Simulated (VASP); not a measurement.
Runs of VASP 6.6.1 on SiC3. The structure is that of space group P-6m2 (No. 187), or close to it. The cells are those of the table. 

| task | cell | k mesh | cutoff (eV) | pressure (GPa) |
| --- | --- | --- | --- | --- |
| single point | a = 2.837, b = 2.837, c = 8.318 Å, angles 90.0, 90.0, 120.0°, 4 atoms | 6 × 6 × 2 | 520 | 0.2 |
| single point | a = 2.838, b = 2.838, c = 9.155 Å, angles 90.0, 90.0, 120.0°, 4 atoms | 18 × 18 × 6 | 520 | 0.0 |
| single point | a = 2.749, b = 2.749, c = 8.194 Å, angles 90.0, 90.0, 120.0°, 4 atoms | 6 × 6 × 2 | 520 | (a) |
| relaxation of cell and atoms | relaxed from a = 2.749, b = 2.749, c = 8.194 Å, angles 90.0, 90.0, 120.0°, 4 atoms | 6 × 6 × 2 | 600 | 0.0 |

Alike in all rows: level PBE; potentials or basis VASP PAW PBE potentials, release 64 (Si, C); no spin polarisation; smearing gaussian 0.1 eV.

Fill in the values left out.

(a) 16.6.

Caveats: some runs use coarse meshes.
